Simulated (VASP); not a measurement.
Write the native input for VASP 6.6.1 that does the following.

| Item | Value |
| --- | --- |
| Task | single point |
| Functional | PBE |
| Dispersion | D3(BJ) |
| Potentials or basis | VASP PAW PBE potentials, release 64 (Al) |
| Cutoff | 520 eV |
| k mesh | 20 × 20 × 20 |
| Occupations | gaussian, width 0.15 eV |
| Spin | no spin polarisation |
| Dipole correction | no |
| Further INCAR settings | ALGO = Normal; EDIFF = 1e-07; NBANDS = 8 |

The structure of Al lies in POSCAR:

```
Al
1.0
    0.0000000000      2.0239800000      2.0543397000
    2.0239800000      0.0000000000      2.0543397000
    2.0239800000      2.0239800000      0.0000000000
Al
1
Direct
    0.0000000000      0.0000000000      0.0000000000
```

This cell differs from its parent crystal: strain +0.000 along x and y, +0.015 along z.

These files were run (other wordings do the same):

INCAR

```
ALGO = Normal
EDIFF = 1E-7
ENCUT = 520
GGA = PE
ISIF = 2
ISMEAR = 0
IVDW = 12
LASPH = True
LCHARG = False
LREAL = False
LWAVE = False
NBANDS = 8
NELM = 100
PREC = Accurate
SIGMA = 0.15
```

KPOINTS

```
k-points
0
Gamma
  20 20 20
```

Potentials or basis: VASP PAW PBE potentials, release 64 (Al).

The run is started by

```bash
$ cat potpaw_PBE.64/Al/POTCAR > POTCAR
$ mpirun -np 1 vasp_std > vasp.out
```

Results of the run:

```yaml
Pressure: -4.8 GPa
Dispersion_energy_per_atom: -0.329 eV
```

Caveat: the cell differs from its parent crystal (strain +0.000 along x and y, +0.015 along z); pairwise dispersion overbinds metals, which lowers pressure and volume.

It took 21 s on 1 thread of Intel(R) Xeon(R) 6975P-C (Granite Rapids), on a shared host, peak memory 0.19 GiB.
